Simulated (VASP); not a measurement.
# Si (P6_3/mmc) in VASP: further runs

Si is run at these levels: r2SCAN; tasks: relaxation of cell and atoms, single point.

Everything below comes from runs of VASP 6.6.1. Logs are shortened: lines on timing, memory, paths and dates and some standing lists are left out, and cuts for length are marked.

**1. The cell of the first run**

It takes space group P6_3/mmc (No. 194, hexagonal). The conventional cell has a = 2.670 Å, b = 2.670 Å, c = 4.404 Å, α = 90.00°, β = 90.00°, γ = 120.00°. Si (site symmetry -6m2) has 12 Si at 2.67 to 2.69 Å within 3.5 Å.

This isn't the form of Si at room conditions, which is diamond.

**2. Relaxation of cell and atoms, r2SCAN**

Contents of POSCAR:

```
Si
1.0
    2.6698570478      0.0000000000      0.0000000000
   -1.3349285239      2.3121640278      0.0000000000
    0.0000000000      0.0000000000      4.4035598749
Si
2
Direct
    0.3333333333      0.6666666667      0.2500000000
    0.6666666667      0.3333333333      0.7500000000
```

Contents of INCAR.step1:

```
PREC = Accurate
ENCUT = 600
ISMEAR = 0
SIGMA = 0.1
LREAL = F
LASPH = T
NELM = 80
GGA = PE
ALGO = Normal
EDIFF = 1E-4
LWAVE = T
LCHARG = F
```

Contents of INCAR.step2:

```
PREC = Accurate
ENCUT = 600
EDIFF = 1E-7
ISMEAR = 0
SIGMA = 0.1
LREAL = F
LASPH = T
NELM = 80
ALGO = Normal
ISIF = 3
LWAVE = F
LCHARG = F
METAGGA = R2SCAN
LMIXTAU = T
IBRION = 2
NSW = 90
EDIFFG = -0.04
ISTART = 1
```

Contents of KPOINTS:

```
Automatic mesh
0
Gamma
  9 9 4
```

Potentials or basis: VASP PAW PBE potentials, release 64 (Si).

On the command line:

```sh
$ cat potpaw_PBE.64/Si/POTCAR > POTCAR
$ cp INCAR.step1 INCAR
$ mpirun -np 1 vasp_std > vasp.out
$ cp INCAR.step2 INCAR
$ mpirun -np 1 vasp_std > vasp.out
```

OUTCAR:

```text
PREC = Accurate
   ENCUT = 600
   EDIFF = 1E-7
   ISMEAR = 0
   LREAL = F
   LASPH = T
   NELM = 80
   ISIF = 3
   METAGGA = R2SCAN
   IBRION = 2
   NSW = 90
   EDIFFG = -0.04
   ISTART = 1

 ion  position               nearest neighbor table
   1  0.333  0.667  0.250-   2 2.69   2 2.69   2 2.69   2 2.69   2 2.69   2 2.69
   2  0.667  0.333  0.750-   1 2.69   1 2.69   1 2.69   1 2.69   1 2.69   1 2.69

  LATTYP: Found a hexagonal cell.
 ALAT       =     2.6698570478
 C/A-ratio  =     1.6493616685

  Lattice vectors:

 A1 = (   2.6698570478,   0.0000000000,   0.0000000000)
 A2 = (  -1.3349285239,   2.3121640278,   0.0000000000)
 A3 = (   0.0000000000,   0.0000000000,   4.4035598749)

Analysis of symmetry for initial positions (statically):
=====================================================================
 Subroutine PRICEL returns:
 Original cell was already a primitive cell.

 Routine SETGRP: Setting up the symmetry group for a
 hexagonal supercell.

 Subroutine GETGRP returns: Found 24 space group operations
 (whereof 12 operations were pure point group operations)
 out of a pool of 24 trial point group operations.

The static configuration has the point symmetry D_3d.
 The point group associated with its full space group is D_6h.

Analysis of symmetry for dynamics (positions and initial velocities):
=====================================================================
 Subroutine PRICEL returns:
 Original cell was already a primitive cell.

 Routine SETGRP: Setting up the symmetry group for a
 hexagonal supercell.

 Subroutine GETGRP returns: Found 24 space group operations
 (whereof 12 operations were pure point group operations)
 out of a pool of 24 trial point group operations.

The dynamic configuration has the point symmetry D_3d.
 The point group associated with its full space group is D_6h.

 Subroutine INISYM returns: Found 24 space group operations
 (whereof 12 operations are pure point group operations),
 and found     1 'primitive' translations

----------------------------------------------------------------------------------------

                                     Primitive cell

  volume of cell :      27.1838

  direct lattice vectors                    reciprocal lattice vectors
     2.669857048  0.000000000  0.000000000     0.374551889  0.216247634  0.000000000
    -1.334928524  2.312164028  0.000000000     0.000000000  0.432495268  0.000000000
     0.000000000  0.000000000  4.403559875     0.000000000  0.000000000  0.227088998

  length of vectors
     2.669857048  2.669857048  4.403559875     0.432495268  0.432495268  0.227088998

  position of ions in fractional coordinates (direct lattice)
     0.333333333  0.666666667  0.250000000
     0.666666667  0.333333333  0.750000000

  ion indices of the primitive-cell ions
   primitive index   ion index
                 1           1
                 2           2

----------------------------------------------------------------------------------------

 KPOINTS: Automatic mesh

Automatic generation of k-mesh.
 Grid dimensions read from file:
 generate k-points for:    9    9    4

 Generating k-lattice:

  Cartesian coordinates                     Fractional coordinates (reciprocal lattice)
     0.041616877  0.024027515  0.000000000     0.111111111  0.000000000  0.000000000
     0.000000000  0.048055030  0.000000000     0.000000000  0.111111111  0.000000000
     0.000000000  0.000000000  0.056772250     0.000000000  0.000000000  0.250000000

  Length of vectors
     0.048055030  0.048055030  0.056772250

  Shift w.r.t. Gamma in fractional coordinates (k-lattice)
     0.000000000  0.000000000  0.000000000

 Subroutine IBZKPT returns following result:
 ===========================================

 Found     36 irreducible k-points:

 Following reciprocal coordinates:
            Coordinates               Weight
  0.000000  0.000000  0.000000      1.000000
  0.111111 -0.000000  0.000000      6.000000
  0.222222 -0.000000  0.000000      6.000000
  0.333333 -0.000000  0.000000      6.000000
  0.444444 -0.000000  0.000000      6.000000
  0.111111  0.111111  0.000000      6.000000
[... 16 lines left out ...]
  0.333333  0.222222  0.250000     24.000000
  0.333333  0.333333  0.250000      4.000000
 [... further k-points ...]
   k-points           NKPTS =     36   k-points in BZ     NKDIM =     36   number of bands    NBANDS=      8
   number of dos      NEDOS =    301   number of ions     NIONS =      2
   total plane-waves  NPLWV =  20736
   dimension x,y,z NGX =    24 NGY =   24 NGZ =   36
   dimension x,y,z NGXF=    48 NGYF=   48 NGZF=   72
   ions per type =               2
   NGX,Y,Z   is equivalent  to a cutoff of  14.94, 14.94, 13.59 a.u.
   NGXF,Y,Z  is equivalent  to a cutoff of  29.89, 29.89, 27.18 a.u.
 SYSTEM =  unknown system
   PREC   = accura    normal or accurate (medium, high low for compatibility)
   ISTART =      1    job   : 0-new  1-cont  2-samecut
   ICHARG =      0    charge: 1-file 2-atom 10-const
   ISPIN  =      1    spin polarized calculation?
   LNONCOLLINEAR =      F non collinear calculations
   LSORBIT =      F    spin-orbit coupling
   LASPH  =      T    aspherical Exc in radial PAW
   ENCUT  =  600.0 eV  44.10 Ry    6.64 a.u.   5.33  5.33  8.80*2*pi/ulx,y,z
   NELM   =     80;   NELMIN=  2; NELMDL=  0     # of ELM steps
   EDIFF  = 0.1E-06   stopping-criterion for ELM
   LREAL  =      F    real-space projection
   EDIFFG = -.4E-01   stopping-criterion for IOM
   NSW    =     90    number of steps for IOM
   IBRION =      2    ionic relax: 0-MD 1-quasi-New 2-CG
   NFREE  =      1    steps in history (QN), initial steepest desc. (CG)
   ISIF   =      3    stress and relaxation
   ISYM   =      2    0-nonsym 1-usesym 2-fastsym
   POTIM  = 0.5000    time-step for ionic-motion
   TEBEG  =    0.0;   TEEND  =   0.0 temperature during run
   PSTRESS=    0.0 pullay stress
   NELECT =       8.0000    total number of electrons
   NUPDOWN=      -1.0000    fix difference up-down
   EMIN   =  10.00;   EMAX   =-10.00  energy-range for DOS
   EFERMI =   0.00;   METHOD = LEGACY
   ISMEAR =     0;   SIGMA  =   0.10  broadening in eV -4-tet -1-fermi 0-gaus
   EFERMI_NEDOS =   21; number of points for ismear=-14 and -15
   IALGO  =     38    algorithm
   IMIX   =      4    mixing-type and parameters
     AMIX     =   0.40;   BMIX     =  1.00
     AMIX_MAG =   1.60;   BMIX_MAG =  1.00
  volume/ion in A,a.u.               =      13.59        91.72
  Fermi-wavevector in a.u.,A,eV,Ry     =   1.088933  2.057786 16.133460  1.185776
  Thomas-Fermi vector in A             =   2.225126
   LORBIT       =      0    0 simple, 1 ext, 2 COOP (PROOUT), +10 PAW based schemes
   METAGGA = R2SCAN    functional components
   LHFCALC =     F    Hartree Fock is set to
   AEXX    =    0.0000 exact exchange contribution
   IVDW    =     0    specifies the selected vdW correction
   LEPSILON=     F    determine dielectric tensor
   LRPA    =     F    only Hartree local field effects (RPA)
 conjugate gradient relaxation of ions
 non-spin polarized calculation
 Gauss-broadening in eV      SIGMA  =   0.10
  energy-cutoff  :      600.00
  volume of cell :       27.18
 maximum number of plane-waves:       918
 NGX is ok and might be reduce to    24

--------------------------------------- Ionic step        1  -------------------------------------------

 number of electron       8.0000000 magnetization

 Free energy of the ion-electron system (eV)
  ---------------------------------------------------
  ext. energy  EPLUGINS =         0.00000000
  ---------------------------------------------------
  free energy    TOTEN  =       -16.23418922 eV

  energy without entropy =      -16.23288024  energy(sigma->0) =      -16.23353473

------------------------ aborting loop because EDIFF is reached ----------------------------------------

  FORCE on cell =-STRESS in cart. coord.  units (eV):
  Direction    XX          YY          ZZ          XY          YZ          ZX
  --------------------------------------------------------------------------------------
  -------------------------------------------------------------------------------------
  Total       -0.1094912     -0.1094912      0.7065809     -0.0000000      0.0000000     -0.0000000
  in kB       -6.4532602     -6.4532602     41.6449116     -0.0000000      0.0000000     -0.0000000
  external PRESSURE =       9.5794637 kB  Pullay stress =       0.0000000 kB
[... 129 lines left out ...]
  energy  without entropy=      -16.2365338347  energy(sigma->0) =      -16.23694426

--------------------------------------- Ionic step        5  -------------------------------------------

 number of electron       8.0000000 magnetization

 Free energy of the ion-electron system (eV)
  ---------------------------------------------------
  ext. energy  EPLUGINS =         0.00000000
  ---------------------------------------------------
  free energy    TOTEN  =       -16.23751952 eV

  energy without entropy =      -16.23667163  energy(sigma->0) =      -16.23709558

 E-fermi :  11.0688     XC(G=0): -12.2021

 val. band max:       10.9771748244   @ k =   0.4444  -0.0000   0.0000
 cond. band min:      11.2593356890   @ k =   0.3333   0.3333   0.0000
 fundamental gap:      0.2821608646
 Fermi energy:        11.0688386831

 k-point     1 :       0.0000    0.0000    0.0000
  band No.  band energies     occupation
      1      -4.9742      2.00000
      2       2.4443      2.00000
      3       2.9850      2.00000
      4      20.4125      0.00000
      5      20.4125      0.00000
      6      21.6963      0.00000
      7      21.6963      0.00000
      8      22.9378      0.00000
[... 243 lines left out ...]
 k-point    24 :       0.3333    0.3333    0.2500
  band No.  band energies     occupation
      1       4.6259      2.00000
      2       4.6259      2.00000
      3       5.4771      2.00000
      4       8.4536      2.00000
      5       8.4536      2.00000
      6       9.0153      2.00000
      7      15.5854      0.00000
      8      15.5854      0.00000

 [... further k-points ...]

------------------------ aborting loop because EDIFF is reached ----------------------------------------

  FORCE on cell =-STRESS in cart. coord.  units (eV):
  Direction    XX          YY          ZZ          XY          YZ          ZX
  --------------------------------------------------------------------------------------
  -------------------------------------------------------------------------------------
  Total       -0.0267303     -0.0267303      0.0035547      0.0000000     -0.0000000      0.0000000
  in kB       -1.5583433     -1.5583433      0.2072375      0.0000000     -0.0000000      0.0000000
  external PRESSURE =      -0.9698164 kB  Pullay stress =       0.0000000 kB
[... 17 lines left out ...]
  FREE ENERGIE OF THE ION-ELECTRON SYSTEM (eV)
  ---------------------------------------------------
  free  energy   TOTEN  =       -16.2375195209 eV

  energy  without entropy=      -16.2366716296  energy(sigma->0) =      -16.23709558

 reached required accuracy - stopping structural energy minimisation
```

It took 71 s on 1 thread of AMD EPYC 9R45 (Zen 5), shared host; peak memory 0.12 GiB.

Results:

```
Free energy                           : -16.2375 eV
Relaxed volume                        : 13.74 Å³/atom
Relaxed cell                          : a = 2.672 Å, b = 2.672 Å, c = 4.446 Å, α = 90.00°, β = 90.00°, γ = 120.00°
Space group after relaxing (to 0.1 Å) : P6_3/mmc (No. 194)
Energy gained by relaxing             : 1.7 meV/atom
Ionic steps                           : 5
Pressure after relaxing               : -0.1 GPa
Band gap on the k mesh                : zero (bands 4 and 5 overlap by 13.58 eV)
```

Stress tensor (GPa, compression positive):
```
-0.16  0.00  0.00
 0.00 -0.16  0.00
 0.00  0.00  0.02
```

The path:
```
step  energy change (eV)  largest force (eV/Å)  pressure (GPa)  volume (Å³)
   1              0.0000                0.0000            0.96        27.18
   2             -0.0001                0.0000            0.00        27.50
   3             -0.0032                0.0000            0.43        27.34
   4             -0.0032                0.0000            0.43        27.34
   5             -0.0033                0.0000           -0.10        27.48
```

Final structure:
```
Si
1.0
     2.67166    0.00000    0.00000
    -1.33583    2.31373    0.00000
     0.00000    0.00000    4.44587
Si
2
Direct
  0.33333 0.66667 0.25000
  0.66667 0.33333 0.75000
```

Levels at points of the mesh, in eV from the Fermi level:
| k point | band 1 | band 2 | band 3 | band 4 | band 5 | band 6 | band 7 | band 8 |
| --- | --- | --- | --- | --- | --- | --- | --- | --- |
| (0.00, 0.00, 0.00) | -16.04 | -8.62 | -8.08 | 9.34 | 9.34 | 10.63 | 10.63 | 11.87 |
| (0.00, 0.00, 0.50) | -14.10 | -14.10 | 0.86 | 0.86 | 10.89 | 10.89 | 10.89 | 10.89 |

Caveat: the PAW data sets were made with another functional, which shifts forces and pressure a little.

**3. Single point, r2SCAN**

This run uses another cell than the first one: it holds 4 atoms, not 2.

Contents of POSCAR:

```
Si
1.0
    3.8313174605      0.0000000000      0.0000000000
   -1.9156587303      3.3180182508      0.0000000000
    0.0000000000      0.0000000000      6.3326220002
Si
4
Direct
    0.3333333300      0.6666666700      0.0630095000
    0.6666666700      0.3333333300      0.5630095000
    0.3333333300      0.6666666700      0.4369905000
    0.6666666700      0.3333333300      0.9369905000
```

Contents of INCAR.step1:

```
SYSTEM = Si
PREC = Accurate
ENCUT = 520
ISMEAR = 0
SIGMA = 0.1
LREAL = .FALSE.
LASPH = .TRUE.
NELM = 100
NBANDS = 16
GGA = PE
ALGO = Normal
EDIFF = 1E-4
LWAVE = .TRUE.
LCHARG = .FALSE.
```

Contents of INCAR.step2:

```
SYSTEM = Si
PREC = Accurate
ENCUT = 520
EDIFF = 1E-7
ISMEAR = 0
SIGMA = 0.1
LREAL = .FALSE.
LASPH = .TRUE.
NELM = 100
ALGO = Normal
ISIF = 2
LWAVE = .FALSE.
LCHARG = .FALSE.
METAGGA = R2SCAN
LMIXTAU = .TRUE.
NBANDS = 16
ISTART = 1
```

Contents of KPOINTS:

```
Automatic mesh
0
G
  6 6 4
  0 0 0
```

Potentials or basis: VASP PAW PBE potentials, release 64 (Si).

On the command line:

```sh
$ cat potpaw_PBE.64/Si/POTCAR > POTCAR
$ cp INCAR.step1 INCAR
$ mpirun -np 1 vasp_std > vasp.out
$ cp INCAR.step2 INCAR
$ mpirun -np 1 vasp_std > vasp.out
```

Wall time 1.9 min (1 thread of Intel Xeon Platinum 8259CL at 2.50GHz (Skylake/Cascade Lake), shared host); peak memory 0.19 GiB.

The run converged. Its results:

```
Free energy            : -35.0252 eV
Pressure               : 0.0 GPa
Largest force          : 0.012 eV/Å
Band gap on the k mesh : 0.61 eV (least direct gap 1.37 eV)
```

Forces on the atoms (eV/Å):
```
Si   0.000  0.000 -0.012
Si   0.000  0.000 -0.012
Si   0.000  0.000  0.012
Si   0.000  0.000  0.012
```

Levels at points of the mesh, in eV from the valence-band top:
```csv
k point,band 6,band 7,band 8,band 9,band 10,band 11
"(0.00, 0.00, 0.00)",-0.37,0.00,0.00,1.37,2.17,2.17
"(0.50, 0.00, 0.00)",-3.23,-3.10,-1.53,0.61,2.65,3.24
"(0.00, 0.00, 0.50)",-0.98,-0.98,-0.98,2.15,2.15,3.20
"(0.50, 0.00, 0.50)",-2.58,-2.56,-2.56,1.15,1.15,1.90
```

Caveat: the PAW data sets were made with another functional, which shifts forces and pressure a little. A k mesh can miss the band edges.

The gap in the log of VASP goes by the Fermi energy; the results here count the filled bands.